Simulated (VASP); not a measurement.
A run of VASP 6.6.1 is set up as follows.

The input INCAR:

```
SYSTEM = KBr
ALGO = Normal
EDIFF = 1E-6
ENCUT = 520
GGA = PS
ISIF = 2
ISMEAR = 0
LASPH = .TRUE.
LCHARG = .TRUE.
LELF = .TRUE.
LREAL = .FALSE.
LVHAR = .TRUE.
LWAVE = .FALSE.
NBANDS = 15
NELM = 80
PREC = Accurate
SIGMA = 0.05
```

File KPOINTS:

```
k-points
0
G
  6 6 6
  0 0 0
```

POSCAR

```
KBr
1.0
    4.0434990000      0.0000000000      0.0000000000
    0.0000000000      4.0434990000      0.0151631212
    0.0000000000      0.0151631212      4.0434990000
K Br
1 1
Direct
    0.0000000000      0.0000000000      0.0000000000
    0.5000000000      0.5000000000      0.5000000000
```

Potentials or basis: VASP PAW PBE potentials, release 64 (K_sv, Br).

Command:

```bash
$ cat potpaw_PBE.64/K_sv/POTCAR potpaw_PBE.64/Br/POTCAR > POTCAR
$ mpirun -np 1 vasp_std > vasp.out
```

Problem. Predict the pressure.

Solution. -1.2 GPa.

Problem. Estimate the band gap on the k mesh.

Solution. 3.70 eV (least direct gap 3.96 eV).

Caveat: the cell differs from its parent crystal (strain +0.0075 x Voigt [0, 0, 0, 1, 0, 0]); the PAW data sets were made with another functional, which shifts forces and pressure a little. A k mesh can miss the band edges.
